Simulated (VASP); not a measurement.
# NaCl (P6_3/mmc) in VASP: settings compared

Aim: see how the results for NaCl move with the level of theory and the settings. Levels: PBE, r2SCAN. Tasks: single point.

Program: VASP 6.6.1. These are calculated values, not measurements. Logs are shortened: lines on timing, memory, paths and dates and some standing lists are left out, and cuts for length are marked.

### 1 The cell of the first run

It takes space group P6_3/mmc (No. 194, hexagonal). The conventional cell has a = 4.721 Å, b = 4.721 Å, c = 5.570 Å, α = 90.00°, β = 90.00°, γ = 120.00°. Na (site symmetry -6m2) has 5 Cl at 2.73 to 2.78 Å within 3.6 Å. Within 3.6 Å of Cl (site symmetry -6m2) lie 5 Na at 2.73 to 2.78 Å.

### 2 Single point, PBE

The input, INCAR:

```
SYSTEM = NaCl
ALGO = Normal
EDIFF = 1E-7
ENCUT = 520
GGA = PE
ISIF = 2
ISMEAR = 0
LASPH = .True.
LCHARG = .False.
LREAL = .False.
LWAVE = .False.
NBANDS = 22
NELM = 100
PREC = Accurate
SIGMA = 0.01
```

The input, KPOINTS:

```
k-points
0
Gamma
  6 6 6
  0 0 0
```

The input, POSCAR:

```
NaCl
1.0
    4.7210552162      0.0000000000      0.0000000000
   -2.3605276081      4.0885537499      0.0000000000
    0.0000000000      0.0000000000      5.5697676198
Na Cl
2 2
Direct
    0.3333333333      0.6666666667      0.2500000000
    0.6666666667      0.3333333333      0.7500000000
    0.6666666667      0.3333333333      0.2500000000
    0.3333333333      0.6666666667      0.7500000000
```

Potentials or basis: VASP PAW PBE potentials, release 64 (Na_pv, Cl).

Command:

```console
$ cat potpaw_PBE.64/Na_pv/POTCAR potpaw_PBE.64/Cl/POTCAR > POTCAR
$ mpirun -np 1 vasp_std > vasp.out
```

OUTCAR:

```text
SYSTEM = NaCl
   EDIFF = 1E-7
   ENCUT = 520
   GGA = PE
   ISIF = 2
   ISMEAR = 0
   LASPH = .True.
   LREAL = .False.
   NELM = 100
   PREC = Accurate

 ion  position               nearest neighbor table
   1  0.333  0.667  0.250-   3 2.73   3 2.73   3 2.73
   2  0.667  0.333  0.750-   4 2.73   4 2.73   4 2.73
   3  0.667  0.333  0.250-   1 2.73   1 2.73   1 2.73
   4  0.333  0.667  0.750-   2 2.73   2 2.73   2 2.73

  LATTYP: Found a hexagonal cell.
 ALAT       =     4.7210552162
 C/A-ratio  =     1.1797717596

  Lattice vectors:

 A1 = (   4.7210552162,   0.0000000000,   0.0000000000)
 A2 = (  -2.3605276081,   4.0885537499,   0.0000000000)
 A3 = (   0.0000000000,   0.0000000000,   5.5697676198)

Analysis of symmetry for initial positions (statically):
=====================================================================
 Subroutine PRICEL returns:
 Original cell was already a primitive cell.

 Routine SETGRP: Setting up the symmetry group for a
 hexagonal supercell.

 Subroutine GETGRP returns: Found 24 space group operations
 (whereof 12 operations were pure point group operations)
 out of a pool of 24 trial point group operations.

The static configuration has the point symmetry D_3d.
 The point group associated with its full space group is D_6h.

Analysis of symmetry for dynamics (positions and initial velocities):
=====================================================================
 Subroutine PRICEL returns:
 Original cell was already a primitive cell.

 Routine SETGRP: Setting up the symmetry group for a
 hexagonal supercell.

 Subroutine GETGRP returns: Found 24 space group operations
 (whereof 12 operations were pure point group operations)
 out of a pool of 24 trial point group operations.

The dynamic configuration has the point symmetry D_3d.
 The point group associated with its full space group is D_6h.

 Subroutine INISYM returns: Found 24 space group operations
 (whereof 12 operations are pure point group operations),
 and found     1 'primitive' translations

----------------------------------------------------------------------------------------

                                     Primitive cell

  volume of cell :     107.5093

  direct lattice vectors                    reciprocal lattice vectors
     4.721055216  0.000000000  0.000000000     0.211817052  0.122292632  0.000000000
    -2.360527608  4.088553750  0.000000000     0.000000000  0.244585264  0.000000000
     0.000000000  0.000000000  5.569767620     0.000000000  0.000000000  0.179540704

  length of vectors
     4.721055216  4.721055216  5.569767620     0.244585264  0.244585264  0.179540704

  position of ions in fractional coordinates (direct lattice)
     0.333333333  0.666666667  0.250000000
     0.666666667  0.333333333  0.750000000
     0.666666667  0.333333333  0.250000000
     0.333333333  0.666666667  0.750000000

  ion indices of the primitive-cell ions
   primitive index   ion index
                 1           1
                 2           2
                 3           3
                 4           4

----------------------------------------------------------------------------------------

 KPOINTS: k-points

Automatic generation of k-mesh.
 Grid dimensions read from file:
 generate k-points for:    6    6    6

 Generating k-lattice:

  Cartesian coordinates                     Fractional coordinates (reciprocal lattice)
     0.035302842  0.020382105  0.000000000     0.166666667  0.000000000  0.000000000
     0.000000000  0.040764211  0.000000000     0.000000000  0.166666667  0.000000000
     0.000000000  0.000000000  0.029923451     0.000000000  0.000000000  0.166666667

  Length of vectors
     0.040764211  0.040764211  0.029923451

  Shift w.r.t. Gamma in fractional coordinates (k-lattice)
     0.000000000  0.000000000  0.000000000

 Subroutine IBZKPT returns following result:
 ===========================================

 Found     28 irreducible k-points:

 Following reciprocal coordinates:
            Coordinates               Weight
  0.000000  0.000000  0.000000      1.000000
  0.166667  0.000000  0.000000      6.000000
  0.333333  0.000000  0.000000      6.000000
  0.500000  0.000000  0.000000      3.000000
  0.166667  0.166667  0.000000      6.000000
  0.333333  0.166667  0.000000     12.000000
[... 16 lines left out ...]
  0.166667  0.000000  0.500000      6.000000
  0.333333  0.000000  0.500000      6.000000
 [... further k-points ...]
   k-points           NKPTS =     28   k-points in BZ     NKDIM =     28   number of bands    NBANDS=     22
   number of dos      NEDOS =    301   number of ions     NIONS =      4
   total plane-waves  NPLWV =  54432
   dimension x,y,z NGX =    36 NGY =   36 NGZ =   42
   dimension x,y,z NGXF=    72 NGYF=   72 NGZF=   84
   ions per type =               2   2
   NGX,Y,Z   is equivalent  to a cutoff of  12.68, 12.68, 12.54 a.u.
   NGXF,Y,Z  is equivalent  to a cutoff of  25.35, 25.35, 25.07 a.u.
 SYSTEM =  NaCl
   PREC   = accura    normal or accurate (medium, high low for compatibility)
   ISTART =      0    job   : 0-new  1-cont  2-samecut
   ICHARG =      2    charge: 1-file 2-atom 10-const
   ISPIN  =      1    spin polarized calculation?
   LNONCOLLINEAR =      F non collinear calculations
   LSORBIT =      F    spin-orbit coupling
   LASPH  =      T    aspherical Exc in radial PAW
   ENCUT  =  520.0 eV  38.22 Ry    6.18 a.u.   8.78  8.78 10.36*2*pi/ulx,y,z
   NELM   =    100;   NELMIN=  2; NELMDL= -5     # of ELM steps
   EDIFF  = 0.1E-06   stopping-criterion for ELM
   LREAL  =      F    real-space projection
   EDIFFG = 0.1E-05   stopping-criterion for IOM
   NSW    =      0    number of steps for IOM
   IBRION =     -1    ionic relax: 0-MD 1-quasi-New 2-CG
   NFREE  =      0    steps in history (QN), initial steepest desc. (CG)
   ISIF   =      2    stress and relaxation
   ISYM   =      2    0-nonsym 1-usesym 2-fastsym
   POTIM  = 0.5000    time-step for ionic-motion
   TEBEG  =    0.0;   TEEND  =   0.0 temperature during run
   PSTRESS=    0.0 pullay stress
   NELECT =      28.0000    total number of electrons
   NUPDOWN=      -1.0000    fix difference up-down
   EMIN   =  10.00;   EMAX   =-10.00  energy-range for DOS
   EFERMI =   0.00;   METHOD = LEGACY
   ISMEAR =     0;   SIGMA  =   0.01  broadening in eV -4-tet -1-fermi 0-gaus
   EFERMI_NEDOS =   21; number of points for ismear=-14 and -15
   IALGO  =     38    algorithm
   IMIX   =      4    mixing-type and parameters
     AMIX     =   0.40;   BMIX     =  1.00
     AMIX_MAG =   1.60;   BMIX_MAG =  1.00
  volume/ion in A,a.u.               =      26.88       181.38
  Fermi-wavevector in a.u.,A,eV,Ry     =   1.045472  1.975655 14.871314  1.093011
  Thomas-Fermi vector in A             =   2.180269
   LORBIT       =      0    0 simple, 1 ext, 2 COOP (PROOUT), +10 PAW based schemes
   GGA     = PE    functional components
   LHFCALC =     F    Hartree Fock is set to
   AEXX    =    0.0000 exact exchange contribution
   IVDW    =     0    specifies the selected vdW correction
   LEPSILON=     F    determine dielectric tensor
   LRPA    =     F    only Hartree local field effects (RPA)
 non-spin polarized calculation
 Gauss-broadening in eV      SIGMA  =   0.01
  energy-cutoff  :      520.00
  volume of cell :      107.51
 maximum number of plane-waves:      2955
 NGX is ok and might be reduce to    36
   NGX = 17   NGY = 17   NGZ = 21

 number of electron      28.0000020 magnetization

 Free energy of the ion-electron system (eV)
  ---------------------------------------------------
  ext. energy  EPLUGINS =         0.00000000
  ---------------------------------------------------
  free energy    TOTEN  =       -13.41933786 eV

  energy without entropy =      -13.41933786  energy(sigma->0) =      -13.41933786

 E-fermi :  -1.5782     XC(G=0):  -7.2166

 val. band max:       -1.6839025077   @ k =   0.0000   0.0000   0.0000
 cond. band min:       3.1519621923   @ k =   0.0000   0.0000   0.0000
 fundamental gap:      4.8358646999
 Fermi energy:        -1.5781944912

 k-point     1 :       0.0000    0.0000    0.0000
  band No.  band energies     occupation
      1     -22.5460      2.00000
      2     -22.5460      2.00000
      3     -22.5451      2.00000
      4     -22.5381      2.00000
      5     -22.5381      2.00000
      6     -22.5248      2.00000
[... 14 lines left out ...]
     21       9.2391      0.00000
     22       9.5502      0.00000

 k-point     2 :       0.1667    0.0000    0.0000
  band No.  band energies     occupation
      1     -22.5473      2.00000
      2     -22.5465      2.00000
      3     -22.5439      2.00000
      4     -22.5401      2.00000
      5     -22.5380      2.00000
      6     -22.5260      2.00000
[... 14 lines left out ...]
     21       9.0797      0.00000
     22       9.3867      0.00000

 k-point     3 :       0.3333    0.0000    0.0000
  band No.  band energies     occupation
      1     -22.5501      2.00000
      2     -22.5476      2.00000
      3     -22.5443      2.00000
      4     -22.5406      2.00000
      5     -22.5379      2.00000
      6     -22.5289      2.00000
[... 14 lines left out ...]
     21       9.4544      0.00000
     22       9.7583      0.00000

 k-point     4 :       0.5000    0.0000    0.0000
  band No.  band energies     occupation
      1     -22.5514      2.00000
      2     -22.5481      2.00000
      3     -22.5464      2.00000
      4     -22.5381      2.00000
      5     -22.5379      2.00000
      6     -22.5313      2.00000
[... 14 lines left out ...]
     21       9.9724      0.00000
     22      10.3947      0.00000

 k-point     5 :       0.1667    0.1667    0.0000
  band No.  band energies     occupation
      1     -22.5489      2.00000
      2     -22.5478      2.00000
      3     -22.5431      2.00000
      4     -22.5416      2.00000
      5     -22.5380      2.00000
      6     -22.5280      2.00000
[... 14 lines left out ...]
     21       9.2430      0.00000
     22       9.4532      0.00000

 k-point     6 :       0.3333    0.1667    0.0000
  band No.  band energies     occupation
      1     -22.5505      2.00000
      2     -22.5488      2.00000
      3     -22.5464      2.00000
      4     -22.5381      2.00000
      5     -22.5381      2.00000
      6     -22.5313      2.00000
[... 14 lines left out ...]
     21       9.6832      0.00000
     22      10.0192      0.00000

 k-point     7 :       0.3333    0.3333    0.0000
  band No.  band energies     occupation
      1     -22.5499      2.00000
      2     -22.5487      2.00000
      3     -22.5487      2.00000
      4     -22.5384      2.00000
      5     -22.5346      2.00000
      6     -22.5346      2.00000
[... 324 lines left out ...]
      6     -22.5289      2.00000
[... 14 lines left out ...]
     21       9.6235      0.00000
     22      10.2172      0.00000

 k-point    21 :       0.3333    0.3333    0.3333
  band No.  band energies     occupation
      1     -22.5553      2.00000
      2     -22.5553      2.00000
      3     -22.5470      2.00000
      4     -22.5412      2.00000
      5     -22.5300      2.00000
      6     -22.5300      2.00000
[... 14 lines left out ...]
     21       9.7996      0.00000
     22      10.6133      0.00000

 k-point    22 :       0.0000    0.0000    0.5000
  band No.  band energies     occupation
      1     -22.5420      2.00000
      2     -22.5420      2.00000
      3     -22.5420      2.00000
      4     -22.5420      2.00000
      5     -22.5376      2.00000
      6     -22.5376      2.00000
[... 14 lines left out ...]
     21       9.5186      0.00000
     22       9.5186      0.00000

 k-point    23 :       0.1667    0.0000    0.5000
  band No.  band energies     occupation
      1     -22.5474      2.00000
      2     -22.5474      2.00000
      3     -22.5422      2.00000
      4     -22.5422      2.00000
      5     -22.5338      2.00000
      6     -22.5338      2.00000
[... 14 lines left out ...]
     21       9.4810      0.00000
     22       9.4810      0.00000

 k-point    24 :       0.3333    0.0000    0.5000
  band No.  band energies     occupation
      1     -22.5538      2.00000
      2     -22.5538      2.00000
      3     -22.5427      2.00000
      4     -22.5427      2.00000
      5     -22.5306      2.00000
      6     -22.5306      2.00000
[... 14 lines left out ...]
     21       9.0435      0.00000
     22       9.0435      0.00000

 [... further k-points ...]
[... 5 lines left out ...]
  --------------------------------------------------------------------------------------
  -------------------------------------------------------------------------------------
  Total        0.5145648      0.5145648      0.6574911     -0.0000000     -0.0000000      0.0000000
  in kB        7.6684007      7.6684007      9.7983870     -0.0000000     -0.0000000      0.0000000
  external PRESSURE =       8.3783961 kB  Pullay stress =       0.0000000 kB

 VOLUME and BASIS-vectors are now :
 -----------------------------------------------------------------------------
  energy-cutoff  :      520.00
  volume of cell :      107.51
      direct lattice vectors                 reciprocal lattice vectors
     4.721055216  0.000000000  0.000000000     0.211817052  0.122292632  0.000000000
    -2.360527608  4.088553750  0.000000000     0.000000000  0.244585264  0.000000000
     0.000000000  0.000000000  5.569767620     0.000000000  0.000000000  0.179540704

 POSITION                                       TOTAL-FORCE (eV/Angst)
 -----------------------------------------------------------------------------------
     -0.00000      2.72570      1.39244         0.000000      0.000000      0.000000
      2.36053      1.36285      4.17733        -0.000000     -0.000000     -0.000000
      2.36053      1.36285      1.39244         0.000000     -0.000000      0.000000
     -0.00000      2.72570      4.17733         0.000000      0.000000      0.000000
 -----------------------------------------------------------------------------------
    total drift:                                0.000000      0.000000     -0.000000

  FREE ENERGIE OF THE ION-ELECTRON SYSTEM (eV)
  ---------------------------------------------------
  free  energy   TOTEN  =       -13.4193378643 eV

  energy  without entropy=      -13.4193378643  energy(sigma->0) =      -13.41933786
```

It took 1.7 min on 1 thread of Intel Xeon 8259CL, shared host; peak memory 0.24 GiB.

Results:

- Free energy: -13.4193 eV
- Pressure: 0.8 GPa
- Band gap on the k mesh: 4.84 eV

Stress tensor (GPa, compression positive):
```
0.77 0.00 0.00
0.00 0.77 0.00
0.00 0.00 0.98
```

### 3 Single point, r2SCAN (25.26 Å³/atom)

This run uses another cell than the first one, of 25.26 Å³/atom.

The input, POSCAR:

```
NaCl
1.0
    4.6246801083      0.0000000000      0.0000000000
   -2.3123400541      4.0050904582      0.0000000000
    0.0000000000      0.0000000000      5.4560669891
Na Cl
2 2
Direct
    0.3333333333      0.6666666667      0.2500000000
    0.6666666667      0.3333333333      0.7500000000
    0.6666666667      0.3333333333      0.2500000000
    0.3333333333      0.6666666667      0.7500000000
```

The input, INCAR.step1:

```
PREC = Accurate
ENCUT = 520
ISMEAR = 0
SIGMA = 0.01
LREAL = F
LASPH = T
NELM = 80
NBANDS = 22
GGA = PE
ALGO = Normal
EDIFF = 1E-4
LWAVE = T
LCHARG = F
```

The input, INCAR.step2:

```
PREC = Accurate
ENCUT = 520
EDIFF = 1E-6
ISMEAR = 0
SIGMA = 0.01
LREAL = F
LASPH = T
NELM = 80
ALGO = Normal
ISIF = 2
LWAVE = F
LCHARG = F
METAGGA = R2SCAN
LMIXTAU = T
NBANDS = 22
ISTART = 1
```

The input, KPOINTS:

```
regular mesh
0
Gamma
  6 6 4
```

Potentials or basis: VASP PAW PBE potentials, release 64 (Na_pv, Cl).

Command:

```console
$ cat potpaw_PBE.64/Na_pv/POTCAR potpaw_PBE.64/Cl/POTCAR > POTCAR
$ cp INCAR.step1 INCAR
$ mpirun -np 1 vasp_std > vasp.out
$ cp INCAR.step2 INCAR
$ mpirun -np 1 vasp_std > vasp.out
```

Run time: 3 min. Hardware: 1 thread of Intel Xeon 8259CL, shared host; peak memory 0.24 GiB.

The run converged. Its results:

| Item | Value |
| --- | --- |
| Free energy | -27.3175 eV |
| Pressure | 1.4 GPa |
| Band gap on the k mesh | 5.61 eV |

Stress tensor (GPa, compression positive):
```
1.29 0.00 0.00
0.00 1.29 0.00
0.00 0.00 1.51
```

Levels at points of the mesh, in eV from the valence-band top:
```csv
k point,band 12,band 13,band 14,band 15,band 16,band 17
"(0.00, 0.00, 0.00)",-0.39,-0.39,0.00,5.61,8.65,10.60
"(0.50, 0.00, 0.00)",-0.86,-0.58,-0.27,7.78,8.76,9.37
"(0.00, 0.00, 0.50)",-0.65,-0.65,-0.65,7.43,7.43,10.47
"(0.50, 0.00, 0.50)",-0.74,-0.32,-0.32,7.96,7.96,11.19
```

Caveat: the PAW data sets were made with another functional, which shifts forces and pressure a little.

### 4 Single point, r2SCAN (26.07 Å³/atom)

This run uses another cell than the first one, of 26.07 Å³/atom.

The input, POSCAR:

```
NaCl
1.0
    4.6733645292      0.0000000000      0.0000000000
   -2.3366822646      4.0472524035      0.0000000000
    0.0000000000      0.0000000000      5.5135034940
Na Cl
2 2
Direct
    0.3333333333      0.6666666667      0.2500000000
    0.6666666667      0.3333333333      0.7500000000
    0.6666666667      0.3333333333      0.2500000000
    0.3333333333      0.6666666667      0.7500000000
```

The input, INCAR.step1:

```
ALGO = Normal ; EDIFF = 1E-4
ENCUT = 520 ; GGA = PE
ISMEAR = 0 ; LASPH = True
LCHARG = False ; LREAL = False
LWAVE = True ; NBANDS = 22
NELM = 60 ; PREC = Accurate
SIGMA = 0.01
```

The input, INCAR.step2:

```
ALGO = Normal ; EDIFF = 1E-6
ENCUT = 520 ; ISIF = 2
ISMEAR = 0 ; ISTART = 1
LASPH = True ; LCHARG = False
LMIXTAU = True ; LREAL = False
LWAVE = False ; METAGGA = R2SCAN
NBANDS = 22 ; NELM = 60
PREC = Accurate ; SIGMA = 0.01
```

The input, KPOINTS:

```
k-points
0
Gamma
  6 6 4
```

Command:

```console
$ cat potpaw_PBE.64/Na_pv/POTCAR potpaw_PBE.64/Cl/POTCAR > POTCAR
$ cp INCAR.step1 INCAR
$ mpirun -np 1 vasp_std > vasp.out
$ cp INCAR.step2 INCAR
$ mpirun -np 1 vasp_std > vasp.out
```

Wall time 2.6 min (1 thread of Intel Xeon 8259CL, shared host); peak memory 0.24 GiB.

It converged, with:

- Free energy: -27.3365 eV
- Pressure: 0.5 GPa
- Band gap on the k mesh: 5.54 eV

Levels at points of the mesh, in eV from the valence-band top:
| k point | band 11 | band 12 | band 13 | band 14 | band 15 | band 16 | band 17 | band 18 |
| --- | --- | --- | --- | --- | --- | --- | --- | --- |
| (0.00, 0.00, 0.00) | -0.85 | -0.36 | -0.36 | 0.00 | 5.54 | 8.57 | 10.54 | 10.54 |
| (0.50, 0.00, 0.00) | -1.05 | -0.82 | -0.55 | -0.25 | 7.75 | 8.61 | 9.35 | 9.99 |
| (0.00, 0.00, 0.50) | -0.61 | -0.61 | -0.61 | -0.61 | 7.33 | 7.33 | 10.43 | 10.43 |
| (0.50, 0.00, 0.50) | -0.70 | -0.70 | -0.29 | -0.29 | 7.92 | 7.92 | 10.98 | 10.98 |

Caveat: the PAW data sets were made with another functional, which shifts forces and pressure a little.

### 5 Overview

| level | cell | k mesh | gap on the mesh (eV) | pressure (GPa) |
| --- | --- | --- | --- | --- |
| PBE | a = 4.721, b = 4.721, c = 5.570 Å, angles 90.0, 90.0, 120.0°, 4 atoms | 6 × 6 × 6 | 4.84 | 0.8 |
| r2SCAN | a = 4.625, b = 4.625, c = 5.456 Å, angles 90.0, 90.0, 120.0°, 4 atoms | 6 × 6 × 4 | 5.61 | 1.4 |
| r2SCAN | a = 4.673, b = 4.673, c = 5.514 Å, angles 90.0, 90.0, 120.0°, 4 atoms | 6 × 6 × 4 | 5.54 | 0.5 |

Alike in all rows: task single point; potentials or basis VASP PAW PBE potentials, release 64 (Na_pv, Cl); no spin polarisation; cutoff (eV) 520; smearing gaussian 0.01 eV.

Caveats: the PAW data sets were made with another functional, which shifts forces and pressure a little (at least some runs).

Absolute energies hang on the potentials; compare differences alone.
